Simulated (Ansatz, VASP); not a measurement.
## TiAl in VASP and in Ansatz

INCAR

```
SYSTEM = TiAl
PREC = Accurate
ENCUT = 520
EDIFF = 1E-6
ISMEAR = 0
SIGMA = 0.1
LREAL = .False.
LASPH = .True.
NELM = 60
ALGO = Normal
ISIF = 2
LWAVE = .False.
LCHARG = .False.
GGA = PE
NBANDS = 14
```

KPOINTS

```
regular mesh
0
Gamma
  18 18 10
  0 0 0
```

POSCAR

```
TiAl
1.0
    2.7787498476      0.0000000000      0.0000000000
   -1.3893749237      2.4064679587      0.0000000000
    0.0000000000      0.0000000000      4.6038418228
Ti Al
1 1
Direct
    0.0000000000      0.0000000000      0.0000000000
    0.3333333300      0.6666666700      0.5000000000
```

Input for Ansatz:

```yaml
crystal:
  lattice:
    - [2.7787498476, 0.0, 0.0]
    - [-1.3893749237, 2.4064679587, 0.0]
    - [0.0, 0.0, 4.6038418228]
  atoms:
    - { symbol: Ti, position: [0.0, 0.0, 0.0] }
    - { symbol: Al, position: [0.33333333, 0.66666667, 0.5] }
basis:
  ecutwfc: 420
kpoints:
  mp_grid: { grid: [18, 18, 10] }
hamiltonian:
  xc: pbe
scf:
  occupations: { method: gaussian, width: 0.1 }
output:
  forces: true
  stress: true
  eigenvalues: true
```

Alike in both runs: task single point; functional PBE; k mesh 18 × 18 × 10; occupations gaussian, width 0.1 eV; no spin polarisation.

|  | VASP | Ansatz |
| --- | --- | --- |
| version | VASP 6.6.1 | Ansatz 0.2.0 |
| potentials or method | VASP PAW PBE potentials, release 64 (Ti_sv, Al), cutoff 520 eV | scalar-relativistic, plane waves, PAW |
| valence electrons in the cell | 15 | 15 |

|  | VASP | Ansatz | Ansatz less VASP |
| --- | --- | --- | --- |
| gap on the k mesh at the Fermi level (eV) | none | none | - |
| pressure (GPa) | 9.7 | 9.8 | +0.10 |
| traceless stress, the component that is largest in VASP (GPa) | -1.78 | -1.83 | -0.050 |

A gap of «none» marks a metal or a gap that the smearing closes. With one functional, cell and mesh, what is left measures potentials, basis and numerics.
